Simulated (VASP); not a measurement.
A run of VASP 6.6.1 is set up as follows.

File POSCAR:

```
SiO2
1.0
    4.1854060871      0.0000000000      0.0000000000
    0.0000000000      4.0179898436      0.0000000000
    0.0000000000      0.0000000000      2.6687449852
Si O
2 4
Direct
    0.5000000000      0.5000000000      0.5000000000
    0.0000000000      0.0000000000      0.0000000000
    0.6938852015      0.6938852015      0.0000000000
    0.1938852015      0.8061147985      0.5000000000
    0.3061147985      0.3061147985      0.0000000000
    0.8061147985      0.1938852015      0.5000000000
```

INCAR.step1

```
SYSTEM = SiO2
PREC = Accurate
ENCUT = 520
ISMEAR = 0
SIGMA = 0.05
LREAL = .FALSE.
LASPH = .TRUE.
NELM = 60
NBANDS = 25
GGA = PE
ALGO = Normal
EDIFF = 1E-4
LWAVE = .TRUE.
LCHARG = .FALSE.
```

The input INCAR.step2:

```
SYSTEM = SiO2
PREC = Accurate
ENCUT = 520
EDIFF = 1E-6
ISMEAR = 0
SIGMA = 0.05
LREAL = .FALSE.
LASPH = .TRUE.
NELM = 60
ALGO = Normal
ISIF = 2
LWAVE = .FALSE.
LCHARG = .TRUE.
METAGGA = R2SCAN
LMIXTAU = .TRUE.
LELF = .TRUE.
LVHAR = .TRUE.
NBANDS = 25
ISTART = 1
```

File KPOINTS:

```
regular mesh
0
G
  6 6 8
  0 0 0
```

Potentials or basis: VASP PAW PBE potentials, release 64 (Si, O).

Launch:

```console
$ cat potpaw_PBE.64/Si/POTCAR potpaw_PBE.64/O/POTCAR > POTCAR
$ cp INCAR.step1 INCAR
$ mpirun -np 1 vasp_std > vasp.out
$ cp INCAR.step2 INCAR
$ mpirun -np 1 vasp_std > vasp.out
```

**Question.** Estimate the pressure.

**Answer.** 14.5 GPa.

**Question.** Predict the band gap on the k mesh.

**Answer.** 7.17 eV, direct.

**Question.** Predict the largest force.

**Answer.** 0.426 eV/Å.

Stress tensor (GPa, compression positive):
```
 9.01  0.00  0.00
 0.00 24.40  0.00
 0.00  0.00 10.05
```

Caveat: the cell differs from its parent crystal (strain -0.0400 x Voigt [0, 1, 0, 0, 0, 0]); the PAW data sets were made with another functional, which shifts forces and pressure a little. A k mesh can miss the band edges.
